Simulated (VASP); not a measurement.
WS2, 6 atoms in the cell. It takes space group P6_3/mmc (No. 194, hexagonal). Conventional cell: a = 3.154 Å, b = 3.154 Å, c = 12.024 Å, α = 90.00°, β = 90.00°, γ = 120.00°. Within 3.2 Å of W (site symmetry -6m2) lie 6 S at 2.41 Å and 6 W at 3.15 Å. S (site symmetry 3m) has 3 W at 2.41 Å and 7 S at 3.15 Å within 3.2 Å. 

- Program: VASP 6.6.1
- Task: single point
- Functional: PBE
- Dispersion: D3(BJ)
- Potentials or basis: VASP PAW PBE potentials, release 64 (W_sv, S)
- Cutoff: 520 eV
- k mesh: 12 × 12 × 4
- Occupations: gaussian, width 0.02 eV
- Spin: no spin polarisation
- Dipole correction: no
- Further INCAR settings: ALGO = Normal; EDIFF = 1e-06; NBANDS = 35

Potentials or basis: VASP PAW PBE potentials, release 64 (W_sv, S).

The run is started by

```bash
$ cat potpaw_PBE.64/W_sv/POTCAR potpaw_PBE.64/S/POTCAR > POTCAR
$ mpirun -np 1 vasp_std > vasp.out
```

Hardware: 1 thread of Intel(R) Xeon(R) Platinum 8488C (Sapphire Rapids), on a shared host.

Estimate the wall time of this run.

It took 2.8 min on 1 thread of Intel(R) Xeon(R) Platinum 8488C (Sapphire Rapids) (shared host), peak memory 0.32 GiB. Counts: scf iterations 16, k points 57.
